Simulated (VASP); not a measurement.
A run of VASP 6.6.1:

INCAR

```
SYSTEM = Cu2Sn2Pd
PREC = Accurate
ENCUT = 520
EDIFF = 1E-6
ISMEAR = -1
SIGMA = 0.1
LREAL = .False.
LASPH = .True.
NELM = 60
ALGO = Normal
ISIF = 2
LWAVE = .False.
LCHARG = .True.
GGA = CA
LELF = .True.
LVHAR = .True.
NBANDS = 38
```

The input KPOINTS:

```
regular mesh
0
Gamma
  6 6 4
  0 0 0
```

The input POSCAR:

```
Cu2Sn2Pd
1.0
    4.3025912746      0.0000000000      0.0000000000
   -2.1512951501      3.7261536053      0.0000000000
    0.0000000000      0.0000000000      5.3801963139
Cu Sn Pd
2 2 1
Direct
    0.3333333333      0.6666666667      0.7023370000
    0.6666666667      0.3333333333      0.2976630000
    0.3333333333      0.6666666667      0.2042310000
    0.6666666667      0.3333333333      0.7957690000
    0.0000000000      0.0000000000      0.5000000000
```

Potentials or basis: VASP PAW LDA potentials, release 64 (Cu, Sn_d, Pd).

The run is started by

```bash
$ cat potpaw_LDA.64/Cu/POTCAR potpaw_LDA.64/Sn_d/POTCAR potpaw_LDA.64/Pd/POTCAR > POTCAR
$ mpirun -np 1 vasp_std > vasp.out
```

Hardware: 1 thread of Intel(R) Xeon(R) 6975P-C (Granite Rapids), with other jobs on the host.

Q: How long does it take, and how much memory?

A: Run time: 28 s on 1 thread of Intel(R) Xeon(R) 6975P-C (Granite Rapids) (shared host), peak memory 0.21 GiB. Counts: scf iterations 15, k points 24.
